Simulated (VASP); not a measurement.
Here is a VASP 6.6.1 calculation.

INCAR

```
SYSTEM = Mn
PREC = Accurate ; ENCUT = 520
EDIFF = 1E-6 ; ISMEAR = -1
SIGMA = 0.05 ; LREAL = .False.
LASPH = .True. ; NELM = 150
ALGO = Normal ; ISIF = 2
LWAVE = .False. ; LCHARG = .True.
ISPIN = 2 ; MAGMOM = 1.35
LORBIT = 11 ; NUPDOWN = 1.35
LMAXMIX = 4 ; GGA = PE
LELF = .True. ; LVHAR = .True.
NBANDS = 16
```

Contents of KPOINTS:

```
Automatic mesh
0
Gamma
  13 13 13
  0 0 0
```

The input POSCAR:

```
Mn
1.0
    0.0000000000      1.7450000000      1.7450000000
    1.7450000000      0.0000000000      1.7450000000
    1.7450000000      1.7450000000      0.0000000000
Mn
1
Direct
    0.0000000000      0.0000000000      0.0000000000
```

Potentials or basis: VASP PAW PBE potentials, release 64 (Mn_pv).

Command:

```sh
$ cat potpaw_PBE.64/Mn_pv/POTCAR > POTCAR
$ mpirun -np 1 vasp_std > vasp.out
```

Problem. What does it give for the pressure?

Solution. 16.5 GPa.

Caveat: the total moment is fixed, so each spin has its own Fermi level.
